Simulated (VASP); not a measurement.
# ScB15N16 (a cell with a defect) in VASP: a series of runs

Aim: see how the results for ScB15N16 (a cell with a defect) move with the level of theory and the settings. Levels: PBE, HSE06. Tasks: single point, relaxation of the atoms.

Program: VASP 6.6.1. These are calculated values, not measurements. Logs are shortened: lines on timing, memory, paths and dates and some standing lists are left out, and cuts for length are marked.

## (1) The cell of the first run

The cell holds a defect, 32 atoms: a = 6.277 Å, b = 6.277 Å, c = 6.277 Å, α = 109.47°, β = 109.47°, γ = 109.47°.

## (2) Single point, PBE

INCAR

```
SYSTEM = ScB15N16
  PREC = Accurate
  ENCUT = 520
  EDIFF = 1E-6
  ISMEAR = 0
  SIGMA = 0.01
  LREAL = Auto
  LASPH = .TRUE.
  NELM = 120
  ALGO = Normal
  ISIF = 2
  LWAVE = .FALSE.
  LCHARG = .FALSE.
  GGA = PE
  NBANDS = 90
  GGA_COMPAT = .FALSE.
```

KPOINTS

```
Automatic mesh
0
Gamma
  1 1 1
  0.25 0.25 0.25
```

POSCAR

```
ScB15N16
1.0
   -3.6241103800      3.6241103800     -3.6241103800
    3.6241103800      3.6241103800      3.6241103800
    3.6241103800     -3.6241103800     -3.6241103800
B Sc N
15 1 16
Direct
   -0.0099595334     -0.0106104650     -0.0103410704
    0.0016228259      0.2504224267      0.7611704805
    0.0016231594      0.5114455242      0.5001432623
   -0.0099610466      0.7399358273      0.2391082999
    0.2510737555      0.0009718426      0.7611718417
    0.2510733458      0.5114449461      0.2506919215
    0.2510713228      0.7504191342      0.0001416400
    0.5121030076      0.0009711592      0.5001420066
    0.5121021063      0.2504221206      0.2506914538
    0.5005242871      0.4998736287      0.0106191415
    0.5005230114      0.7608938077      0.7495920538
    0.7405892291     -0.0106099727      0.2391100740
    0.7510714916      0.2504183238      0.0001403596
    0.7615505071      0.4998732359      0.7495927099
    0.7510727277      0.7504195189      0.5001396732
    0.2510549790      0.2503853043      0.5001219220
   -0.0496979912     -0.0503482365      0.1993718706
   -0.0030818628      0.2504193228      0.0052791823
    0.0103628236      0.5045748970      0.7542971459
   -0.0030812618      0.7555559746      0.5001400657
    0.2510720760     -0.0037340622      0.0052794973
    0.2510734978      0.2504240190      0.8008968761
    0.2510746174      0.5511614690      0.5001442948
    0.2510719897      0.7555561337      0.2459881104
    0.5052262201      0.0097100916      0.7542948164
    0.5518289172      0.2504236555      0.5001415083
    0.5052281133      0.5045747083      0.2594312052
    0.4917807050      0.7452838693     -0.0049943335
    0.7562108497     -0.0037337066      0.5001405606
    0.7562090982      0.2504186012      0.2459869499
    0.7459330766      0.4911265046     -0.0049980517
    0.7459364916      0.7452839807      0.7408485359
```

Potentials or basis: VASP PAW PBE potentials, release 64 (B, Sc_sv, N).

Command:

```console
$ cat potpaw_PBE.64/B/POTCAR potpaw_PBE.64/Sc_sv/POTCAR potpaw_PBE.64/N/POTCAR > POTCAR
$ mpirun -np 1 vasp_std > vasp.out
```

OUTCAR:

```text
SYSTEM = ScB15N16
   PREC = Accurate
   ENCUT = 520
   EDIFF = 1E-6
   ISMEAR = 0
   LREAL = Auto
   LASPH = .TRUE.
   NELM = 120
   ISIF = 2
   GGA = PE

 ion  position               nearest neighbor table
   1  0.990  0.989  0.990-  17 1.50  32 1.54  18 1.59  21 1.59  16 2.62
   2  0.002  0.250  0.761-  22 1.50  18 1.54  19 1.59  29 1.59  16 2.62
   3  0.002  0.511  0.500-  23 1.50  20 1.54  19 1.59  30 1.59  16 2.62
   4  0.990  0.740  0.239-  17 1.50  31 1.54  20 1.59  24 1.59  16 2.62
   5  0.251  0.001  0.761-  22 1.50  21 1.54  25 1.59  20 1.59  16 2.62
   6  0.251  0.511  0.251-  23 1.50  24 1.54  18 1.59  27 1.59  16 2.62
   7  0.251  0.750  0.000-  19 1.53  28 1.53  24 1.53  21 1.53
   8  0.512  0.001  0.500-  26 1.50  29 1.54  25 1.59  24 1.59  16 2.62
   9  0.512  0.250  0.251-  26 1.50  30 1.54  27 1.59  21 1.59  16 2.62
  10  0.501  0.500  0.011-  22 1.50  27 1.54  28 1.59  31 1.59  16 2.62
  11  0.501  0.761  0.750-  23 1.50  25 1.54  28 1.59  32 1.59  16 2.62
  12  0.741  0.989  0.239-  17 1.50  28 1.54  30 1.59  29 1.59  16 2.62
  13  0.751  0.250  0.000-  25 1.53  18 1.53  31 1.53  30 1.53
  14  0.762  0.500  0.750-  26 1.50  19 1.54  32 1.59  31 1.59  16 2.62
  15  0.751  0.750  0.500-  27 1.53  32 1.53  20 1.53  29 1.53
  16  0.251  0.250  0.500-  17 1.89  26 1.89  22 1.89  23 1.89   4 2.62   8 2.62   1 2.62   5 2.62
                            12 2.62   9 2.62   2 2.62   6 2.62   3 2.62  14 2.62  10 2.62  11 2.62
  17  0.950  0.950  0.199-  12 1.50   1 1.50   4 1.50  16 1.89
  18  0.997  0.250  0.005-  13 1.53   2 1.54   1 1.59   6 1.59
  19  0.010  0.505  0.754-   7 1.53  14 1.54   2 1.59   3 1.59
  20  0.997  0.756  0.500-  15 1.53   3 1.54   4 1.59   5 1.59
  21  0.251  0.996  0.005-   7 1.53   5 1.54   1 1.59   9 1.59
  22  0.251  0.250  0.801-  10 1.50   2 1.50   5 1.50  16 1.89
[... 8 lines left out ...]
  31  0.746  0.491  0.995-  13 1.53   4 1.54  10 1.59  14 1.59
  32  0.746  0.745  0.741-  15 1.53   1 1.54  14 1.59  11 1.59

  LATTYP: Found a body centered cubic cell.
 ALAT       =     7.2482207600

  Lattice vectors:

 A1 = (  -3.6241103800,   3.6241103800,  -3.6241103800)
 A2 = (   3.6241103800,   3.6241103800,   3.6241103800)
 A3 = (   3.6241103800,  -3.6241103800,  -3.6241103800)

Analysis of symmetry for initial positions (statically):
=====================================================================
 Subroutine PRICEL returns:
 Original cell was already a primitive cell.

 Routine SETGRP: Setting up the symmetry group for a
 body centered cubic supercell.

 Subroutine GETGRP returns: Found  2 space group operations
 (whereof  1 operations were pure point group operations)
 out of a pool of 48 trial point group operations.

The static configuration has the point symmetry C_1 .
 The point group associated with its full space group is C_1h.

[... 160 lines left out ...]
   NELECT =     136.0000    total number of electrons
   NUPDOWN=      -1.0000    fix difference up-down
   EMIN   =  10.00;   EMAX   =-10.00  energy-range for DOS
   EFERMI =   0.00;   METHOD = LEGACY
   ISMEAR =     0;   SIGMA  =   0.01  broadening in eV -4-tet -1-fermi 0-gaus
   EFERMI_NEDOS =   21; number of points for ismear=-14 and -15
   IALGO  =     38    algorithm
   IMIX   =      4    mixing-type and parameters
     AMIX     =   0.40;   BMIX     =  1.00
     AMIX_MAG =   1.60;   BMIX_MAG =  1.00
  volume/ion in A,a.u.               =       5.95        40.15
  Fermi-wavevector in a.u.,A,eV,Ry     =   1.463411  2.765446 29.137862  2.141572
  Thomas-Fermi vector in A             =   2.579509
   LORBIT       =      0    0 simple, 1 ext, 2 COOP (PROOUT), +10 PAW based schemes
   GGA     = PE    functional components
   LHFCALC =     F    Hartree Fock is set to
   AEXX    =    0.0000 exact exchange contribution
   IVDW    =     0    specifies the selected vdW correction
   LEPSILON=     F    determine dielectric tensor
   LRPA    =     F    only Hartree local field effects (RPA)
 non-spin polarized calculation
 Gauss-broadening in eV      SIGMA  =   0.01
  energy-cutoff  :      520.00
  volume of cell :      190.40
 maximum number of plane-waves:      5072
 NGX is ok and might be reduce to    48
   NGX = 23   NGY = 23   NGZ = 23

 number of electron     136.0000000 magnetization

 Free energy of the ion-electron system (eV)
  ---------------------------------------------------
  ext. energy  EPLUGINS =         0.00000000
  ---------------------------------------------------
  free energy    TOTEN  =      -271.89232047 eV

  energy without entropy =     -271.89232047  energy(sigma->0) =     -271.89232047

 E-fermi :   7.3992     XC(G=0): -12.9428

 val. band max:        7.3451935881   @ k =   0.2500   0.2500   0.2500
 cond. band min:      12.5586269272   @ k =   0.2500   0.2500   0.2500
 fundamental gap:      5.2134333392
 Fermi energy:         7.3992031012

 k-point     1 :       0.2500    0.2500    0.2500
  band No.  band energies     occupation
      1     -38.7562      2.00000
      2     -17.9779      2.00000
      3     -17.9778      2.00000
      4     -17.9778      2.00000
      5     -11.1616      2.00000
      6     -11.1615      2.00000
[... 72 lines left out ...]
     79      15.1699      0.00000
     80      15.6238      0.00000
 [bands above 80 left out]

------------------------ aborting loop because EDIFF is reached ----------------------------------------

  FORCE on cell =-STRESS in cart. coord.  units (eV):
  Direction    XX          YY          ZZ          XY          YZ          ZX
  --------------------------------------------------------------------------------------
  -------------------------------------------------------------------------------------
  Total       33.3029445     33.3029445     33.3036044     -0.0007167     -0.0030216     -0.0030216
  in kB      280.2392581    280.2392581    280.2448115     -0.0060310     -0.0254259     -0.0254260
  external PRESSURE =     280.2411092 kB  Pullay stress =       0.0000000 kB

 VOLUME and BASIS-vectors are now :
 -----------------------------------------------------------------------------
  energy-cutoff  :      520.00
  volume of cell :      190.40
      direct lattice vectors                 reciprocal lattice vectors
    -3.624110380  3.624110380 -3.624110380     0.000000000  0.137964893 -0.137964893
     3.624110380  3.624110380  3.624110380     0.137964893  0.137964893  0.000000000
     3.624110380 -3.624110380 -3.624110380     0.137964893  0.000000000 -0.137964893

 POSITION                                       TOTAL-FORCE (eV/Angst)
 -----------------------------------------------------------------------------------
      3.58427      3.58704     -3.58899        -0.004511      0.021604      0.004368
      3.66024     -1.84513     -1.85689         0.004127     -0.003631      0.021866
      3.66023      0.04684      0.03508         0.004299     -0.021656      0.003603
     -0.03985      5.40306     -1.77296        -0.004195     -0.004195     -0.021915
      1.85217     -1.84513     -3.66497        -0.021806     -0.003412     -0.004099
      1.85215      1.85492      0.03508        -0.021656      0.004299      0.003603
[... 24 lines left out ...]
      2.68255      0.87724     -4.52944         0.001810      0.001810      0.012191
      2.68255      2.71943     -2.68728         0.002022     -0.012479     -0.001706
 -----------------------------------------------------------------------------------
    total drift:                               -0.078361      0.067437      0.005575

  FREE ENERGIE OF THE ION-ELECTRON SYSTEM (eV)
  ---------------------------------------------------
  free  energy   TOTEN  =      -271.8923204715 eV

  energy  without entropy=     -271.8923204715  energy(sigma->0) =     -271.89232047
```

Wall time 1.9 min (1 thread of Intel Xeon 8259CL, shared host); peak memory 0.33 GiB.

What came out:

- Free energy: -271.8923 eV
- Pressure: 28.0 GPa
- Largest force: 0.085 eV/Å
- Band gap on the k mesh: 5.21 eV

Forces on the atoms (eV/Å):
```
B   -0.005  0.022  0.004
B    0.004 -0.004  0.022
B    0.004 -0.022  0.004
B   -0.004 -0.004 -0.022
B   -0.022 -0.003 -0.004
B   -0.022  0.004  0.004
B   -0.001 -0.001  0.001
B   -0.003 -0.022 -0.004
B   -0.004  0.004  0.022
B    0.004  0.022 -0.004
B    0.004  0.004 -0.022
B    0.022 -0.005  0.004
B   -0.001 -0.001  0.001
B    0.022  0.004 -0.004
B   -0.001 -0.001  0.001
Sc   0.001  0.001  0.000
N   -0.049 -0.049  0.049
N   -0.001  0.002 -0.013
N   -0.013 -0.001  0.002
N   -0.002  0.013 -0.002
N    0.013  0.002  0.002
N    0.049 -0.049 -0.049
N    0.049  0.049  0.049
N    0.013 -0.002 -0.002
N   -0.002 -0.002  0.012
N   -0.049  0.049 -0.049
N   -0.001 -0.013  0.002
N   -0.012  0.002 -0.002
N    0.002  0.013  0.002
N    0.002 -0.001 -0.013
N    0.002  0.002  0.012
N    0.002 -0.012 -0.002
```

Caveat: the k points lie up to 1.23 Å⁻¹ apart, too coarse for converged energies, forces and pressures.

[end of part 1 of 2]
